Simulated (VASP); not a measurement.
Runs of VASP 6.6.1 on Mo. The structure is that of space group Im-3m (No. 229), or close to it. The cells are those of the table. 

```tsv
cell	gap on the mesh (eV)	pressure (GPa)
a = 2.639 Å, angles 109.5°, 1 atom	none	22.4
a = 2.667 Å, angles 109.5°, 1 atom	none	11.0
a = 2.611 Å, angles 109.5°, 1 atom	none	(b)
a = 2.747 Å, angles 109.5°, 1 atom	none	(a)
a = 2.773 Å, angles 109.5°, 1 atom	none	-20.1
a = 2.721 Å, angles 109.5°, 1 atom	none	-7.1
```

Alike in all rows: task single point; level LDA; potentials or basis VASP PAW LDA potentials, release 64 (Mo_sv); no spin polarisation; k mesh 18 × 18 × 18; cutoff (eV) 500; smearing gaussian 0.1 eV.

Estimate the missing entries.

(a) -14.1; (b) 35.6.

A k mesh can miss the band edges, and the runs leave out spin-orbit coupling on Mo.

A gap of «none» marks levels without a gap at the run's occupations.
